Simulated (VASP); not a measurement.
# Hg (Fm-3m) in VASP: a series of runs, part 2 of 2

VASP 6.6.1. The steps go on from the part before.

## 5. Relaxation of cell and atoms, PBE+D3(BJ)

This run uses another cell than the first one, of 24.87 Å³/atom.

Contents of INCAR:

```
  PREC = Accurate
  ENCUT = 600
  EDIFF = 1E-6
  ISMEAR = 0
  SIGMA = 0.1
  LREAL = False
  LASPH = True
  NELM = 60
  ALGO = Normal
  ISIF = 3
  LWAVE = False
  LCHARG = False
  GGA = PE
  IVDW = 12
  IBRION = 2
  NSW = 100
  EDIFFG = -0.005
```

Contents of KPOINTS:

```
Automatic mesh
0
Gamma
  16 16 16
```

Contents of POSCAR:

```
Hg
1.0
    0.0000000000      2.3168736644      2.3168736644
    2.3168736644      0.0000000000      2.3168736644
    2.3168736644      2.3168736644      0.0000000000
Hg
1
Direct
    0.0000000000      0.0000000000      0.0000000000
```

Potentials or basis: VASP PAW PBE potentials, release 64 (Hg).

Run with:

```bash
$ cat potpaw_PBE.64/Hg/POTCAR > POTCAR
$ mpirun -np 1 vasp_std > vasp.out
```

OUTCAR:

```text
PREC = Accurate
   ENCUT = 600
   EDIFF = 1E-6
   ISMEAR = 0
   LREAL = False
   LASPH = True
   NELM = 60
   ISIF = 3
   GGA = PE
   IVDW = 12
   IBRION = 2
   NSW = 100
   EDIFFG = -0.005
 IVDW          = 12

 ion  position               nearest neighbor table
   1  0.000  0.000  0.000-

  LATTYP: Found a face centered cubic cell.
 ALAT       =     4.6337473288

  Lattice vectors:

 A1 = (   0.0000000000,   2.3168736644,   2.3168736644)
 A2 = (   2.3168736644,   0.0000000000,   2.3168736644)
 A3 = (   2.3168736644,   2.3168736644,   0.0000000000)

Analysis of symmetry for initial positions (statically):
=====================================================================
 Subroutine PRICEL returns:
 Original cell was already a primitive cell.

 Routine SETGRP: Setting up the symmetry group for a
 face centered cubic supercell.

 Subroutine GETGRP returns: Found 48 space group operations
 (whereof 48 operations were pure point group operations)
 out of a pool of 48 trial point group operations.

The static configuration has the point symmetry O_h .

Analysis of symmetry for dynamics (positions and initial velocities):
=====================================================================
 Subroutine PRICEL returns:
 Original cell was already a primitive cell.

 Routine SETGRP: Setting up the symmetry group for a
 face centered cubic supercell.

[... 145 lines left out ...]

 Free energy of the ion-electron system (eV)
  ---------------------------------------------------
  ext. energy  EPLUGINS =         0.00000000
  ---------------------------------------------------
  free energy    TOTEN  =        -0.12596032 eV

  energy without entropy =       -0.12382407  energy(sigma->0) =       -0.12489219

------------------------ aborting loop because EDIFF is reached ----------------------------------------

 Edisp (eV)   -0.42078

 E8    (eV) :    -0.1906
[... 69 lines left out ...]
--------------------------------------- Ionic step        3  -------------------------------------------

 number of electron      12.0000002 magnetization

 Free energy of the ion-electron system (eV)
  ---------------------------------------------------
  ext. energy  EPLUGINS =         0.00000000
  ---------------------------------------------------
  free energy    TOTEN  =        -0.13333117 eV

  energy without entropy =       -0.13131432  energy(sigma->0) =       -0.13232274

 E-fermi :   2.0566     XC(G=0): -10.4806

 val. band max:        2.0469957097   @ k =  -0.3125   0.4375   0.1875
 cond. band min:       2.0787869962   @ k =  -0.4375   0.1875   0.0625
 fundamental gap:      0.0317912865
 Fermi energy:         2.0565925290

 k-point     1 :       0.0000    0.0000    0.0000
  band No.  band energies     occupation
      1      -6.2803      2.00000
      2      -4.5857      2.00000
      3      -4.5857      2.00000
      4      -4.5857      2.00000
      5      -4.0342      2.00000
      6      -4.0342      2.00000
      7      15.6463      0.00000
      8      16.3462      0.00000
      9      16.3462      0.00000
     10      16.3462      0.00000
[... 287 lines left out ...]
 k-point    24 :      -0.0625    0.0625    0.0000
  band No.  band energies     occupation
      1      -6.0328      2.00000
      2      -4.6207      2.00000
      3      -4.5397      2.00000
      4      -4.5186      2.00000
      5      -4.0717      2.00000
      6      -4.0189      2.00000
      7      14.3361      0.00000
      8      14.7744      0.00000
      9      16.2045      0.00000
     10      16.6786      0.00000

 [... further k-points ...]

------------------------ aborting loop because EDIFF is reached ----------------------------------------

 Edisp (eV)   -0.41379

 E8    (eV) :    -0.1875
[... 24 lines left out ...]
  FREE ENERGIE OF THE ION-ELECTRON SYSTEM (eV)
  ---------------------------------------------------
  free  energy   TOTEN  =        -0.5471189834 eV

  energy  without entropy=       -0.5451021289  energy(sigma->0) =       -0.54611056

 reached required accuracy - stopping structural energy minimisation
```

CONTCAR:

```text
Hg
   1.00000000000000
     0.0000000000000000    2.3299111685625142    2.3299111685625142
     2.3299111685625142    0.0000000000000000    2.3299111685625142
     2.3299111685625142    2.3299111685625142   -0.0000000000000000
  Hg
     1
Direct
     0.0000000000000000    0.0000000000000000    0.0000000000000000

  0.00000000E+00  0.00000000E+00  0.00000000E+00
```

Wall time 1.7 min (1 thread of AMD EPYC 7R13, shared host); peak memory 0.18 GiB.

Results:

```
Free energy                           : -0.5471 eV
Relaxed volume                        : 25.30 Å³/atom
Relaxed cell                          : a = 3.295 Å, b = 3.295 Å, c = 3.295 Å, α = 60.00°, β = 60.00°, γ = 60.00°
Space group after relaxing (to 0.1 Å) : Fm-3m (No. 225)
Energy gained by relaxing             : 0.4 meV/atom
Ionic steps                           : 3
Pressure after relaxing               : 0.0 GPa
Band gap on the k mesh                : zero (bands 6 and 7 overlap by 1.48 eV)
Dispersion energy per atom            : -0.414 eV
```

The path:
```
step  energy change (eV)  largest force (eV/Å)  pressure (GPa)  volume (Å³)
   1              0.0000                0.0000            0.28        24.87
   2             -0.0002                0.0000            0.17        25.03
   3             -0.0004                0.0000            0.02        25.30
```

Final structure:
```cif
data_structure
_symmetry_space_group_name_H-M 'P 1'
_symmetry_Int_Tables_number 1
_cell_length_a 3.2950
_cell_length_b 3.2950
_cell_length_c 3.2950
_cell_angle_alpha 60.000
_cell_angle_beta 60.000
_cell_angle_gamma 60.000
_cell_volume 25.30
loop_
_atom_site_label
_atom_site_type_symbol
_atom_site_fract_x
_atom_site_fract_y
_atom_site_fract_z
_atom_site_occupancy
Hg1 Hg 0.00000 0.00000 0.00000 1
```

Levels at points of the mesh, in eV from the Fermi level:
| k point | band 4 | band 5 | band 6 | band 7 | band 8 | band 9 |
| --- | --- | --- | --- | --- | --- | --- |
| (0.00, 0.00, 0.00) | -6.64 | -6.09 | -6.09 | 13.59 | 14.29 | 14.29 |
| (0.50, 0.00, 0.00) | -5.62 | -5.62 | -1.59 | -1.15 | 12.04 | 12.04 |
| (0.50, 0.50, 0.00) | -5.50 | -5.50 | 0.17 | 0.35 | 6.94 | 6.94 |

Caveat: spin-orbit coupling is left out, which moves the levels of the heavy elements.

## 6. Relaxation of cell and atoms, PBE+D3(BJ)

Changes to INCAR since step 5:

```diff
@@ -2,3 +2,3 @@
   ENCUT = 600
-  EDIFF = 1E-6
+  EDIFF = 1E-7
   ISMEAR = 0
@@ -7,3 +7,3 @@
   LASPH = True
-  NELM = 60
+  NELM = 100
   ALGO = Normal
```

KPOINTS is that of step 5.

Contents of POSCAR:

```
Hg
1.0
    0.0000000000      2.3919113801      2.3919113801
    2.3919113801      0.0000000000      2.3919113801
    2.3919113801      2.3919113801      0.0000000000
Hg
1
Direct
    0.0000000000      0.0000000000      0.0000000000
```

Potentials or basis: VASP PAW PBE potentials, release 64 (Hg).

Run with:

```bash
$ cat potpaw_PBE.64/Hg/POTCAR > POTCAR
$ mpirun -np 1 vasp_std > vasp.out
```

OUTCAR:

```text
PREC = Accurate
   ENCUT = 600
   EDIFF = 1E-7
   ISMEAR = 0
   LREAL = False
   LASPH = True
   NELM = 100
   ISIF = 3
   GGA = PE
   IVDW = 12
   IBRION = 2
   NSW = 100
   EDIFFG = -0.005
 IVDW          = 12

 ion  position               nearest neighbor table
   1  0.000  0.000  0.000-

  LATTYP: Found a face centered cubic cell.
 ALAT       =     4.7838227602

  Lattice vectors:

 A1 = (   0.0000000000,   2.3919113801,   2.3919113801)
 A2 = (   2.3919113801,   0.0000000000,   2.3919113801)
 A3 = (   2.3919113801,   2.3919113801,   0.0000000000)

Analysis of symmetry for initial positions (statically):
=====================================================================
 Subroutine PRICEL returns:
 Original cell was already a primitive cell.

 Routine SETGRP: Setting up the symmetry group for a
 face centered cubic supercell.

 Subroutine GETGRP returns: Found 48 space group operations
 (whereof 48 operations were pure point group operations)
 out of a pool of 48 trial point group operations.

The static configuration has the point symmetry O_h .

Analysis of symmetry for dynamics (positions and initial velocities):
=====================================================================
 Subroutine PRICEL returns:
 Original cell was already a primitive cell.

 Routine SETGRP: Setting up the symmetry group for a
 face centered cubic supercell.

 Subroutine GETGRP returns: Found 48 space group operations
 (whereof 48 operations were pure point group operations)
 out of a pool of 48 trial point group operations.

The dynamic configuration has the point symmetry O_h .

 Subroutine INISYM returns: Found 48 space group operations
 (whereof 48 operations are pure point group operations),
 and found     1 'primitive' translations

----------------------------------------------------------------------------------------

                                     Primitive cell

  volume of cell :      27.3694

  direct lattice vectors                    reciprocal lattice vectors
     0.000000000  2.391911380  2.391911380    -0.209037845  0.209037845  0.209037845
     2.391911380  0.000000000  2.391911380     0.209037845 -0.209037845  0.209037845
     2.391911380  2.391911380  0.000000000     0.209037845  0.209037845 -0.209037845

  length of vectors
     3.382673514  3.382673514  3.382673514     0.362064168  0.362064168  0.362064168

  position of ions in fractional coordinates (direct lattice)
     0.000000000  0.000000000  0.000000000

  ion indices of the primitive-cell ions
   primitive index   ion index
                 1           1

----------------------------------------------------------------------------------------

 KPOINTS: Automatic mesh

Automatic generation of k-mesh.
 Grid dimensions read from file:
 generate k-points for:   16   16   16

 Generating k-lattice:

  Cartesian coordinates                     Fractional coordinates (reciprocal lattice)
    -0.013064865  0.013064865  0.013064865     0.062500000  0.000000000  0.000000000
     0.013064865 -0.013064865  0.013064865     0.000000000  0.062500000  0.000000000
     0.013064865  0.013064865 -0.013064865     0.000000000  0.000000000  0.062500000

  Length of vectors
     0.022629011  0.022629011  0.022629011

  Shift w.r.t. Gamma in fractional coordinates (k-lattice)
     0.000000000  0.000000000  0.000000000

 Subroutine IBZKPT returns following result:
 ===========================================

 Found    145 irreducible k-points:

 Following reciprocal coordinates:
            Coordinates               Weight
  0.000000  0.000000  0.000000      1.000000
  0.062500  0.000000  0.000000      8.000000
  0.125000  0.000000  0.000000      8.000000
  0.187500  0.000000  0.000000      8.000000
  0.250000  0.000000  0.000000      8.000000
  0.312500  0.000000  0.000000      8.000000
[... 16 lines left out ...]
 -0.125000  0.062500  0.000000     24.000000
 -0.062500  0.062500  0.000000     12.000000
 [... further k-points ...]
   k-points           NKPTS =    145   k-points in BZ     NKDIM =    145   number of bands    NBANDS=     10
   number of dos      NEDOS =    301   number of ions     NIONS =      1
   total plane-waves  NPLWV =  21952
   dimension x,y,z NGX =    28 NGY =   28 NGZ =   28
   dimension x,y,z NGXF=    56 NGYF=   56 NGZF=   56
   ions per type =               1
   NGX,Y,Z   is equivalent  to a cutoff of  13.76, 13.76, 13.76 a.u.
   NGXF,Y,Z  is equivalent  to a cutoff of  27.52, 27.52, 27.52 a.u.
 SYSTEM =  unknown system
   PREC   = accura    normal or accurate (medium, high low for compatibility)
   ISTART =      0    job   : 0-new  1-cont  2-samecut
   ICHARG =      2    charge: 1-file 2-atom 10-const
   ISPIN  =      1    spin polarized calculation?
   LNONCOLLINEAR =      F non collinear calculations
   LSORBIT =      F    spin-orbit coupling
   LASPH  =      T    aspherical Exc in radial PAW
   ENCUT  =  600.0 eV  44.10 Ry    6.64 a.u.   6.76  6.76  6.76*2*pi/ulx,y,z
   NELM   =    100;   NELMIN=  2; NELMDL= -5     # of ELM steps
   EDIFF  = 0.1E-06   stopping-criterion for ELM
   LREAL  =      F    real-space projection
   EDIFFG = -.5E-02   stopping-criterion for IOM
   NSW    =    100    number of steps for IOM
   IBRION =      2    ionic relax: 0-MD 1-quasi-New 2-CG
   NFREE  =      1    steps in history (QN), initial steepest desc. (CG)
   ISIF   =      3    stress and relaxation
   ISYM   =      2    0-nonsym 1-usesym 2-fastsym
   POTIM  = 0.5000    time-step for ionic-motion
   TEBEG  =    0.0;   TEEND  =   0.0 temperature during run
   PSTRESS=    0.0 pullay stress
   NELECT =      12.0000    total number of electrons
   NUPDOWN=      -1.0000    fix difference up-down
   EMIN   =  10.00;   EMAX   =-10.00  energy-range for DOS
   EFERMI =   0.00;   METHOD = LEGACY
   ISMEAR =     0;   SIGMA  =   0.10  broadening in eV -4-tet -1-fermi 0-gaus
   EFERMI_NEDOS =   21; number of points for ismear=-14 and -15
   IALGO  =     38    algorithm
   IMIX   =      4    mixing-type and parameters
     AMIX     =   0.40;   BMIX     =  1.00
     AMIX_MAG =   1.60;   BMIX_MAG =  1.00
  volume/ion in A,a.u.               =      27.37       184.70
  Fermi-wavevector in a.u.,A,eV,Ry     =   1.243694  2.350241 21.045144  1.546774
  Thomas-Fermi vector in A             =   2.377993
   LORBIT       =      0    0 simple, 1 ext, 2 COOP (PROOUT), +10 PAW based schemes
   GGA     = PE    functional components
   LHFCALC =     F    Hartree Fock is set to
   AEXX    =    0.0000 exact exchange contribution
   IVDW    =    12    specifies the selected vdW correction
   LEPSILON=     F    determine dielectric tensor
   LRPA    =     F    only Hartree local field effects (RPA)
 conjugate gradient relaxation of ions
 non-spin polarized calculation
 Gauss-broadening in eV      SIGMA  =   0.10
  energy-cutoff  :      600.00
  volume of cell :       27.37
 maximum number of plane-waves:       941
   NGX = 13   NGY = 13   NGZ = 13

--------------------------------------- Ionic step        1  -------------------------------------------

 number of electron      11.9999999 magnetization

 Free energy of the ion-electron system (eV)
  ---------------------------------------------------
  ext. energy  EPLUGINS =         0.00000000
  ---------------------------------------------------
  free energy    TOTEN  =        -0.15739173 eV

  energy without entropy =       -0.15609285  energy(sigma->0) =       -0.15674229

------------------------ aborting loop because EDIFF is reached ----------------------------------------

 Edisp (eV)   -0.38278

 E8    (eV) :    -0.1739
[... 108 lines left out ...]
--------------------------------------- Ionic step        4  -------------------------------------------

 number of electron      12.0000002 magnetization

 Free energy of the ion-electron system (eV)
  ---------------------------------------------------
  ext. energy  EPLUGINS =         0.00000000
  ---------------------------------------------------
  free energy    TOTEN  =        -0.13514526 eV

  energy without entropy =       -0.13320318  energy(sigma->0) =       -0.13417422

 E-fermi :   2.0265     XC(G=0): -10.4593

 val. band max:        2.0092257138   @ k =  -0.3125   0.4375   0.1875
 cond. band min:       2.0505929021   @ k =  -0.3125   0.4375   0.1250
 fundamental gap:      0.0413671882
 Fermi energy:         2.0265235407

 k-point     1 :       0.0000    0.0000    0.0000
  band No.  band energies     occupation
      1      -6.2787      2.00000
      2      -4.6017      2.00000
      3      -4.6017      2.00000
      4      -4.6017      2.00000
      5      -4.0546      2.00000
      6      -4.0546      2.00000
      7      15.6108      0.00000
      8      16.2846      0.00000
      9      16.2846      0.00000
     10      16.2846      0.00000
[... 287 lines left out ...]
 k-point    24 :      -0.0625    0.0625    0.0000
  band No.  band energies     occupation
      1      -6.0321      2.00000
      2      -4.6363      2.00000
      3      -4.5560      2.00000
      4      -4.5350      2.00000
      5      -4.0917      2.00000
      6      -4.0394      2.00000
      7      14.2778      0.00000
      8      14.7231      0.00000
      9      16.1573      0.00000
     10      16.6139      0.00000

 [... further k-points ...]

------------------------ aborting loop because EDIFF is reached ----------------------------------------

 Edisp (eV)   -0.41223

 E8    (eV) :    -0.1868
[... 24 lines left out ...]
  FREE ENERGIE OF THE ION-ELECTRON SYSTEM (eV)
  ---------------------------------------------------
  free  energy   TOTEN  =        -0.5473787084 eV

  energy  without entropy=       -0.5454366317  energy(sigma->0) =       -0.54640767

 reached required accuracy - stopping structural energy minimisation
```

Wall time 2.9 min (1 thread of AMD EPYC 7R13, shared host); peak memory 0.18 GiB.

What came out:

```yaml
Free_energy: -0.5474 eV
Relaxed_volume: 25.39 Å³/atom
Relaxed_cell: a = 3.299 Å, b = 3.299 Å, c = 3.299 Å, α = 60.00°, β = 60.00°, γ = 60.00°
Space_group_after_relaxing_to_0.1_Å: Fm-3m (No. 225)
Energy_gained_by_relaxing: 7.2 meV/atom
Ionic_steps: 4
Pressure_after_relaxing: 0.0 GPa
Band_gap_on_the_k_mesh: zero (bands 6 and 7 overlap by 1.45 eV)
Dispersion_energy_per_atom: -0.412 eV
```

Step by step:
```csv
step,energy change (eV),largest force (eV/Å),pressure (GPa),volume (Å³)
1,0.0000,0.0000,-1.04,27.37
2,-0.0040,0.0000,-0.77,26.67
3,-0.0070,0.0000,-0.20,25.71
4,-0.0072,0.0000,-0.02,25.39
```

Final structure:
```yaml
crystal:
  lattice:
    - [0.00000, 2.33285, 2.33285]
    - [2.33285, 0.00000, 2.33285]
    - [2.33285, 2.33285, 0.00000]
  atoms:
    - { symbol: Hg, position: [0.00000, 0.00000, 0.00000] }
```

Caveat: spin-orbit coupling is left out, which moves the levels of the heavy elements.

## 7. Summary

| task | cell | k mesh | cutoff (eV) | gap on the mesh (eV) | pressure (GPa) | relaxed volume (Å³/atom) |
| --- | --- | --- | --- | --- | --- | --- |
| single point | a = 3.383 Å, angles 60.0°, 1 atom | 6 × 6 × 6 | 520 | none | -0.7 | - |
| single point | a = 3.277 Å, angles 60.0°, 1 atom | 16 × 16 × 16 | 520 | none | 0.3 | - |
| relaxation of cell and atoms | relaxed from a = 3.277 Å, angles 60.0°, 1 atom | 16 × 16 × 16 | 600 | none | 0.0 | 25.30 |
| relaxation of cell and atoms | relaxed from a = 3.383 Å, angles 60.0°, 1 atom | 16 × 16 × 16 | 600 | none | 0.0 | 25.39 |

Alike in all rows: level PBE+D3(BJ); potentials or basis VASP PAW PBE potentials, release 64 (Hg); no spin polarisation; smearing gaussian 0.1 eV.

Caveats: some runs use coarse meshes; spin-orbit coupling is left out, which moves the levels of the heavy elements.

Absolute energies hang on the potentials; compare differences alone.
